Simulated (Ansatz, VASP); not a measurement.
MgO in VASP and in Ansatz

The input INCAR:

```
PREC = Accurate
ENCUT = 520
EDIFF = 1E-7
ISMEAR = 0
SIGMA = 0.05
LREAL = False
LASPH = True
NELM = 80
ALGO = Normal
ISIF = 2
LWAVE = False
LCHARG = False
GGA = PS
NBANDS = 11
```

The input KPOINTS:

```
Automatic mesh
0
Gamma
  10 10 10
```

POSCAR

```
MgO
1.0
    0.0000000000      2.1250890106      2.1250890106
    2.1250890106      0.0000000000      2.1250890106
    2.1250890106      2.1250890106      0.0000000000
Mg O
1 1
Direct
    0.0315450506      0.0315450506     -0.0315450506
    0.4520781014      0.4520781014      0.5479218986
```

Input for Ansatz:

```yaml
crystal:
  lattice:
    - [0.0, 2.1250890106, 2.1250890106]
    - [2.1250890106, 0.0, 2.1250890106]
    - [2.1250890106, 2.1250890106, 0.0]
  atoms:
    - { symbol: Mg, position: [0.0315450506, 0.0315450506, -0.0315450506] }
    - { symbol: O, position: [0.4520781014, 0.4520781014, 0.5479218986] }
basis:
  ecutwfc: 520.0
kpoints:
  mp_grid: { grid: [10, 10, 10] }
hamiltonian:
  xc: pbesol
  pseudopotentials: { kind: paw, azcp: { folder: soft_1 } }
scf:
  occupations: { method: gaussian, width: 0.05 }
output:
  forces: true
  stress: true
  eigenvalues: true
```

Change from the starting cell: mode 6 frozen in at -0.202 Å, equal normal strain along x, y and z +0.0083.

Alike in both runs: task single point; functional PBEsol; k mesh 10 × 10 × 10; occupations gaussian, width 0.05 eV; no spin polarisation.

|  | VASP | Ansatz |
| --- | --- | --- |
| version | VASP 6.6.1 | Ansatz 0.2.0 |
| potentials or method | VASP PAW PBE potentials, release 64 (Mg, O), cutoff 520 eV | scalar-relativistic, plane waves, PAW |
| valence electrons in the cell | 8 | 16 |

|  | VASP | Ansatz | Ansatz less VASP |
| --- | --- | --- | --- |
| gap on the k mesh at the Fermi level (eV) | 4.36 | 4.36 | +0.002 |
| least direct gap on the mesh (eV) | 4.36 | 4.36 | +0.002 |
| pressure (GPa) | 7.7 | 7.9 | +0.21 |
| traceless stress, the component that is largest in VASP (GPa) | 27.98 | 27.27 | -0.718 |
| rms of the force components (eV/Å) | 1.821 | 1.781 | -0.0404 |

VASP's potentials were made for PBE, not for PBEsol, and Ansatz warns of the same on its side. Atom by atom the forces differ by 0.040 eV/Å (rms over components). VASP's potentials hold 8 valence electrons a cell and Ansatz's 16, so a difference there can come from the potentials and not from the codes.
